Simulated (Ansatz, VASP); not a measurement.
**Ga4Sb3As in VASP and in Ansatz**

```xyz
8
Lattice="4.3146 0.0000 0.0000 0.0000 4.3146 0.0000 0.0000 0.0000 12.1934" Properties=species:S:1:pos:R:3 pbc="T T T"
Ga    2.1573    0.0000    7.6730
Ga    0.0000    2.1573   10.8204
Ga    2.1573    0.0000    1.3730
Ga    0.0000    2.1573    4.5205
Sb    2.1573    2.1573    2.9485
Sb    0.0000    0.0000    6.0967
Sb    2.1573    2.1573    9.2450
As    0.0000    0.0000    0.0000
```

Alike in both runs: functional PBE; k mesh 10 × 10 × 4; occupations gaussian, width 0.1 eV; no spin polarisation.

Ansatz relaxed the structure, and its values are those at the end. VASP's run is a single point on that final structure, the one shown.

```csv
,VASP,Ansatz
version,VASP 6.6.1,Ansatz 0.2.0
potentials or method,"VASP PAW PBE potentials, release 64 (Ga_d, Sb, As), cutoff 520 eV","scalar-relativistic, plane waves, PAW"
valence electrons in the cell,72,112
```

VASP gave:

| Quantity | Value |
| --- | --- |
| gap on the k mesh at the Fermi level (eV) | none |
| pressure (GPa) | 0.1 |

**Question.** Which values does Ansatz return?

**Answer.** gap on the k mesh at the Fermi level (eV): none; pressure (GPa): 0.0.

A gap of «none» marks a metal or a gap that the smearing closes. The functional is the same, so the differences come from potentials, cutoffs and numerics. VASP's potentials hold 72 valence electrons a cell and Ansatz's 112, so a difference there can come from the potentials and not from the codes.

Neither program's run includes spin-orbit coupling.
